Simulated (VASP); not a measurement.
# Pt2F3 (P6/mmm) in VASP: single point with PBE

Aim: the single point of Pt2F3 with PBE.

All numbers are computed with VASP 6.6.1; they aren't measurements. Logs are shortened: lines on timing, memory, paths and dates and some standing lists are left out, and cuts for length are marked.

### 1 The cell of the first run

The structure is hexagonal, space group P6/mmm (No. 191). Conventional cell: a = 4.567 Å, b = 4.567 Å, c = 4.055 Å, α = 90.00°, β = 90.00°, γ = 120.00°. Pt (site symmetry -6m2) has 5 F at 2.03 to 2.64 Å and 3 Pt at 2.64 Å within 2.7 Å. F (site symmetry 6/mmm) has 6 Pt at 2.64 Å and 12 F at 3.33 Å within 3.5 Å. F (site symmetry -6m2) has 2 Pt at 2.03 Å and 3 F at 2.64 Å within 2.7 Å.

### 2 Single point, PBE

File INCAR:

```
SYSTEM = Pt2F3
ALGO     = Normal         ! electronic algorithm
EDIFF    = 1E-6           ! SCF threshold, eV
ENCUT    = 700            ! plane-wave cutoff, eV
GGA      = PE             ! functional
GGA_COMPAT= .False.      
ISIF     = 2              ! what is computed and relaxed
ISMEAR   = 0              ! smearing method
LASPH    = .True.         ! aspherical terms in the spheres
LCHARG   = .True.         ! write CHGCAR
LELF     = .True.         ! ELF
LREAL    = .False.        ! projectors in reciprocal space
LVHAR    = .True.       
LWAVE    = .False.        ! write WAVECAR
NBANDS   = 36             ! bands
NELM     = 120            ! most SCF steps
PREC     = Accurate       ! precision mode
SIGMA    = 0.1            ! smearing width, eV
```

File KPOINTS:

```
k-points
0
Gamma
  12 12 10
  0 0 0
```

File POSCAR:

```
Pt2F3
1.0
    4.5665426079      0.0000000000      0.0000000000
   -2.2832713040      3.9547419059      0.0000000000
    0.0000000000      0.0000000000      4.0550602484
Pt F
2 3
Direct
    0.3333333333      0.6666666667      0.0000000000
    0.6666666667      0.3333333333      0.0000000000
    0.0000000000      0.0000000000      0.0000000000
    0.3333333333      0.6666666667      0.5000000000
    0.6666666667      0.3333333333      0.5000000000
```

Potentials or basis: VASP PAW PBE potentials, release 64 (Pt_sv_GW, F).

Command:

```sh
> cat potpaw_PBE.64/Pt_sv_GW/POTCAR potpaw_PBE.64/F/POTCAR > POTCAR
> mpirun -np 1 vasp_std > vasp.out
```

OUTCAR:

```text
SYSTEM = Pt2F3
   EDIFF = 1E-6
   ENCUT = 700
   GGA = PE
   ISIF = 2
   ISMEAR = 0
   LASPH = .True.
   LREAL = .False.
   NELM = 120
   PREC = Accurate

 ion  position               nearest neighbor table
   1  0.333  0.667  0.000-   4 2.03   4 2.03   2 2.64   2 2.64   2 2.64
   2  0.667  0.333  0.000-   5 2.03   5 2.03   1 2.64   1 2.64   1 2.64
   3  0.000  0.000  0.000-
   4  0.333  0.667  0.500-   1 2.03   1 2.03
   5  0.667  0.333  0.500-   2 2.03   2 2.03

  LATTYP: Found a hexagonal cell.
 ALAT       =     4.5665426079
 C/A-ratio  =     0.8879935208

  Lattice vectors:

 A1 = (   4.5665426079,   0.0000000000,   0.0000000000)
 A2 = (  -2.2832713040,   3.9547419059,   0.0000000000)
 A3 = (   0.0000000000,   0.0000000000,   4.0550602484)

Analysis of symmetry for initial positions (statically):
=====================================================================
 Subroutine PRICEL returns:
 Original cell was already a primitive cell.

 Routine SETGRP: Setting up the symmetry group for a
 hexagonal supercell.

 Subroutine GETGRP returns: Found 24 space group operations
 (whereof 24 operations were pure point group operations)
 out of a pool of 24 trial point group operations.

The static configuration has the point symmetry D_6h.

Analysis of symmetry for dynamics (positions and initial velocities):
=====================================================================
 Subroutine PRICEL returns:
 Original cell was already a primitive cell.

 Routine SETGRP: Setting up the symmetry group for a
 hexagonal supercell.

 Subroutine GETGRP returns: Found 24 space group operations
 (whereof 24 operations were pure point group operations)
 out of a pool of 24 trial point group operations.

The dynamic configuration has the point symmetry D_6h.

 Subroutine INISYM returns: Found 24 space group operations
 (whereof 24 operations are pure point group operations),
 and found     1 'primitive' translations

----------------------------------------------------------------------------------------

                                     Primitive cell

  volume of cell :      73.2324

  direct lattice vectors                    reciprocal lattice vectors
     4.566542608  0.000000000  0.000000000     0.218984051  0.126430501  0.000000000
    -2.283271304  3.954741906  0.000000000     0.000000000  0.252861002  0.000000000
     0.000000000  0.000000000  4.055060248     0.000000000  0.000000000  0.246605461

  length of vectors
     4.566542608  4.566542608  4.055060248     0.252861002  0.252861002  0.246605461

  position of ions in fractional coordinates (direct lattice)
     0.333333333  0.666666667  0.000000000
     0.666666667  0.333333333  0.000000000
     0.000000000  0.000000000  0.000000000
     0.333333333  0.666666667  0.500000000
     0.666666667  0.333333333  0.500000000

  ion indices of the primitive-cell ions
   primitive index   ion index
                 1           1
                 2           2
                 3           3
                 4           4
                 5           5

----------------------------------------------------------------------------------------

 KPOINTS: k-points

Automatic generation of k-mesh.
 Grid dimensions read from file:
 generate k-points for:   12   12   10

 Generating k-lattice:

  Cartesian coordinates                     Fractional coordinates (reciprocal lattice)
     0.018248671  0.010535875  0.000000000     0.083333333  0.000000000  0.000000000
     0.000000000  0.021071750  0.000000000     0.000000000  0.083333333  0.000000000
     0.000000000  0.000000000  0.024660546     0.000000000  0.000000000  0.100000000

  Length of vectors
     0.021071750  0.021071750  0.024660546

  Shift w.r.t. Gamma in fractional coordinates (k-lattice)
     0.000000000  0.000000000  0.000000000

 Subroutine IBZKPT returns following result:
 ===========================================

 Found    114 irreducible k-points:

 Following reciprocal coordinates:
            Coordinates               Weight
  0.000000  0.000000  0.000000      1.000000
  0.083333 -0.000000  0.000000      6.000000
  0.166667 -0.000000  0.000000      6.000000
  0.250000  0.000000  0.000000      6.000000
  0.333333 -0.000000  0.000000      6.000000
  0.416667 -0.000000  0.000000      6.000000
[... 16 lines left out ...]
  0.250000  0.000000  0.100000     12.000000
  0.333333 -0.000000  0.100000     12.000000
 [... further k-points ...]
   k-points           NKPTS =    114   k-points in BZ     NKDIM =    114   number of bands    NBANDS=     36
   number of dos      NEDOS =    301   number of ions     NIONS =      5
   total plane-waves  NPLWV =  57600
   dimension x,y,z NGX =    40 NGY =   40 NGZ =   36
   dimension x,y,z NGXF=    80 NGYF=   80 NGZF=   72
   ions per type =               2   3
   NGX,Y,Z   is equivalent  to a cutoff of  14.56, 14.56, 14.76 a.u.
   NGXF,Y,Z  is equivalent  to a cutoff of  29.12, 29.12, 29.52 a.u.
 SYSTEM =  Pt2F3
   PREC   = accura    normal or accurate (medium, high low for compatibility)
   ISTART =      0    job   : 0-new  1-cont  2-samecut
   ICHARG =      2    charge: 1-file 2-atom 10-const
   ISPIN  =      1    spin polarized calculation?
   LNONCOLLINEAR =      F non collinear calculations
   LSORBIT =      F    spin-orbit coupling
   LASPH  =      T    aspherical Exc in radial PAW
   ENCUT  =  700.0 eV  51.45 Ry    7.17 a.u.   9.85  9.85  8.75*2*pi/ulx,y,z
   NELM   =    120;   NELMIN=  2; NELMDL= -5     # of ELM steps
   EDIFF  = 0.1E-05   stopping-criterion for ELM
   LREAL  =      F    real-space projection
   EDIFFG = 0.1E-04   stopping-criterion for IOM
   NSW    =      0    number of steps for IOM
   IBRION =     -1    ionic relax: 0-MD 1-quasi-New 2-CG
   NFREE  =      0    steps in history (QN), initial steepest desc. (CG)
   ISIF   =      2    stress and relaxation
   ISYM   =      2    0-nonsym 1-usesym 2-fastsym
   POTIM  = 0.5000    time-step for ionic-motion
   TEBEG  =    0.0;   TEEND  =   0.0 temperature during run
   PSTRESS=    0.0 pullay stress
   NELECT =      57.0000    total number of electrons
   NUPDOWN=      -1.0000    fix difference up-down
   EMIN   =  10.00;   EMAX   =-10.00  energy-range for DOS
   EFERMI =   0.00;   METHOD = LEGACY
   ISMEAR =     0;   SIGMA  =   0.10  broadening in eV -4-tet -1-fermi 0-gaus
   EFERMI_NEDOS =   21; number of points for ismear=-14 and -15
   IALGO  =     38    algorithm
   IMIX   =      4    mixing-type and parameters
     AMIX     =   0.40;   BMIX     =  1.00
     AMIX_MAG =   1.60;   BMIX_MAG =  1.00
  volume/ion in A,a.u.               =      14.65        98.84
  Fermi-wavevector in a.u.,A,eV,Ry     =   1.505909  2.845756 30.854783  2.267763
  Thomas-Fermi vector in A             =   2.616696
   LORBIT       =      0    0 simple, 1 ext, 2 COOP (PROOUT), +10 PAW based schemes
   GGA     = PE    functional components
   LHFCALC =     F    Hartree Fock is set to
   AEXX    =    0.0000 exact exchange contribution
   IVDW    =     0    specifies the selected vdW correction
   LEPSILON=     F    determine dielectric tensor
   LRPA    =     F    only Hartree local field effects (RPA)
 non-spin polarized calculation
 Gauss-broadening in eV      SIGMA  =   0.10
  energy-cutoff  :      700.00
  volume of cell :       73.23
 maximum number of plane-waves:      3126
 NGX is ok and might be reduce to    40
   NGX = 19   NGY = 19   NGZ = 17

 number of electron      56.9999996 magnetization

 Free energy of the ion-electron system (eV)
  ---------------------------------------------------
  ext. energy  EPLUGINS =         0.00000000
  ---------------------------------------------------
  free energy    TOTEN  =       -20.27413363 eV

  energy without entropy =      -20.24069062  energy(sigma->0) =      -20.25741213

 E-fermi :   2.9286     XC(G=0): -10.6152

 val. band max:        2.9265450771   @ k =   0.3333   0.2500   0.4000
 cond. band min:       2.9385764653   @ k =   0.3333   0.3333   0.4000
 fundamental gap:      0.0120313882
 Fermi energy:         2.9285802718

 k-point     1 :       0.0000    0.0000    0.0000
  band No.  band energies     occupation
      1     -95.3726      2.00000
      2     -95.3393      2.00000
      3     -49.7345      2.00000
      4     -49.6771      2.00000
      5     -49.5201      2.00000
      6     -49.5201      2.00000
[... 28 lines left out ...]
     35      12.8552      0.00000
     36      12.8671      0.00000

 k-point     2 :       0.0833   -0.0000    0.0000
  band No.  band energies     occupation
      1     -95.3720      2.00000
      2     -95.3398      2.00000
      3     -49.7336      2.00000
      4     -49.6780      2.00000
      5     -49.5214      2.00000
      6     -49.5164      2.00000
[... 28 lines left out ...]
     35      12.9291      0.00000
     36      13.4836      0.00000

 k-point     3 :       0.1667   -0.0000    0.0000
  band No.  band energies     occupation
      1     -95.3706      2.00000
      2     -95.3412      2.00000
      3     -49.7311      2.00000
      4     -49.6805      2.00000
      5     -49.5251      2.00000
      6     -49.5059      2.00000
[... 28 lines left out ...]
     35      13.1182      0.00000
     36      14.5751      0.00000

 k-point     4 :       0.2500    0.0000    0.0000
  band No.  band energies     occupation
      1     -95.3684      2.00000
      2     -95.3435      2.00000
      3     -49.7272      2.00000
      4     -49.6844      2.00000
      5     -49.5299      2.00000
      6     -49.4899      2.00000
[... 28 lines left out ...]
     35      13.4362      0.00000
     36      15.2229      0.00000

 k-point     5 :       0.3333   -0.0000    0.0000
  band No.  band energies     occupation
      1     -95.3656      2.00000
      2     -95.3464      2.00000
      3     -49.7224      2.00000
      4     -49.6893      2.00000
      5     -49.5346      2.00000
      6     -49.4710      2.00000
[... 655 lines left out ...]
 k-point    22 :       0.1667   -0.0000    0.1000
  band No.  band energies     occupation
      1     -95.3706      2.00000
      2     -95.3413      2.00000
      3     -49.7317      2.00000
      4     -49.6811      2.00000
      5     -49.5250      2.00000
      6     -49.5059      2.00000
[... 28 lines left out ...]
     35      13.6900      0.00000
     36      14.7169      0.00000

 k-point    23 :       0.2500    0.0000    0.1000
  band No.  band energies     occupation
      1     -95.3683      2.00000
      2     -95.3435      2.00000
      3     -49.7278      2.00000
      4     -49.6850      2.00000
      5     -49.5299      2.00000
      6     -49.4898      2.00000
[... 28 lines left out ...]
     35      13.5602      0.00000
     36      15.5053      0.00000

 k-point    24 :       0.3333   -0.0000    0.1000
  band No.  band energies     occupation
      1     -95.3656      2.00000
      2     -95.3464      2.00000
      3     -49.7230      2.00000
      4     -49.6899      2.00000
      5     -49.5346      2.00000
      6     -49.4710      2.00000
[... 28 lines left out ...]
     35      13.5768      0.00000
     36      16.0749      0.00000

 [... further k-points ...]

------------------------ aborting loop because EDIFF is reached ----------------------------------------

  FORCE on cell =-STRESS in cart. coord.  units (eV):
  Direction    XX          YY          ZZ          XY          YZ          ZX
  --------------------------------------------------------------------------------------
  -------------------------------------------------------------------------------------
  Total       -0.2381968     -0.2381968      0.0022985      0.0000000      0.0000000     -0.0000000
  in kB       -5.2112701     -5.2112701      0.0502867      0.0000000      0.0000000     -0.0000000
  external PRESSURE =      -3.4574178 kB  Pullay stress =       0.0000000 kB

 VOLUME and BASIS-vectors are now :
 -----------------------------------------------------------------------------
  energy-cutoff  :      700.00
  volume of cell :       73.23
      direct lattice vectors                 reciprocal lattice vectors
     4.566542608  0.000000000  0.000000000     0.218984051  0.126430501  0.000000000
    -2.283271304  3.954741906  0.000000000     0.000000000  0.252861002  0.000000000
     0.000000000  0.000000000  4.055060248     0.000000000  0.000000000  0.246605461

 POSITION                                       TOTAL-FORCE (eV/Angst)
 -----------------------------------------------------------------------------------
     -0.00000      2.63649      0.00000        -0.000000      0.000000      0.000000
      2.28327      1.31825      0.00000         0.000000     -0.000000     -0.000000
      0.00000      0.00000      0.00000        -0.000000      0.000000     -0.000000
     -0.00000      2.63649      2.02753        -0.000000      0.000000      0.000000
      2.28327      1.31825      2.02753         0.000000     -0.000000     -0.000000
 -----------------------------------------------------------------------------------
    total drift:                                0.000000     -0.000000     -0.000000

  FREE ENERGIE OF THE ION-ELECTRON SYSTEM (eV)
  ---------------------------------------------------
  free  energy   TOTEN  =       -20.2741336316 eV

  energy  without entropy=      -20.2406906202  energy(sigma->0) =      -20.25741213
```

Wall time 6.4 min (1 thread of Intel Xeon Platinum 8259CL at 2.50GHz (Skylake/Cascade Lake), shared host); peak memory 0.51 GiB.

What came out:

| Quantity | Value |
| --- | --- |
| Free energy | -20.2741 eV |
| Pressure | -0.3 GPa |
| Band gap on the k mesh | zero (an odd number of electrons rules out a gap without spin polarisation) |

Levels at points of the mesh, in eV from the Fermi level:
```csv
k point,band 26,band 27,band 28,band 29,band 30,band 31,band 32,band 33
"(0.00, 0.00, 0.00)",-1.32,-1.32,-0.34,-0.14,-0.14,0.14,8.59,8.59
"(0.50, 0.00, 0.00)",-1.70,-1.06,-0.79,-0.46,-0.19,2.38,2.72,7.78
"(0.00, 0.00, 0.50)",-0.15,-0.15,-0.12,-0.12,2.61,4.98,6.17,7.95
"(0.50, 0.00, 0.50)",-0.47,-0.41,0.03,0.30,1.35,5.07,5.62,7.21
```

Caveat: spin-orbit coupling is left out, which moves the levels of the heavy elements; an odd number of electrons without spin polarisation forces a metal; a magnetic or distorted state may lie lower.
